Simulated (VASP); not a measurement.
A run of VASP 6.6.1 is set up as follows.

INCAR

```
SYSTEM = TePb3Se2
ALGO = Normal
EDIFF = 1E-6
ENCUT = 520
GGA = PE
ISIF = 2
ISMEAR = 0
LASPH = .TRUE.
LCHARG = .FALSE.
LREAL = .FALSE.
LWAVE = .FALSE.
NBANDS = 39
NELM = 80
PREC = Accurate
SIGMA = 0.1
```

The input KPOINTS:

```
k-points
0
G
  6 6 2
  0 0 0
```

File POSCAR:

```
TePb3Se2
1.0
    4.4837762873      0.0000000000      0.0000000000
   -2.2418881437      3.8830641697      0.0000000000
    0.0000000000      0.0000000000     10.9663670283
Te Pb Se
1 3 2
Direct
    0.0000000000      0.0000000000      0.5000000000
    0.3333333333      0.6666666667      0.6810859759
    0.6666666667      0.3333333333      0.3189140241
    0.0000000000      0.0000000000      0.0000000000
    0.3333333333      0.6666666667      0.1597441741
    0.6666666667      0.3333333333      0.8402558259
```

Potentials or basis: VASP PAW PBE potentials, release 64 (Te, Pb_d, Se).

The run is started by

```sh
$ cat potpaw_PBE.64/Te/POTCAR potpaw_PBE.64/Pb_d/POTCAR potpaw_PBE.64/Se/POTCAR > POTCAR
$ mpirun -np 1 vasp_std > vasp.out
```

Question: Predict the pressure.

Answer: -0.1 GPa.

Question: Estimate the largest force.

Answer: 0.020 eV/Å.

Question: What does it give for the band gap on the k mesh?

Answer: 0.58 eV.

Stress tensor (GPa, compression positive):
```
-0.12  0.00  0.00
 0.00 -0.12  0.00
 0.00  0.00 -0.05
```

Caveat: spin-orbit coupling is left out, which moves the levels of the heavy elements. A k mesh can miss the band edges.
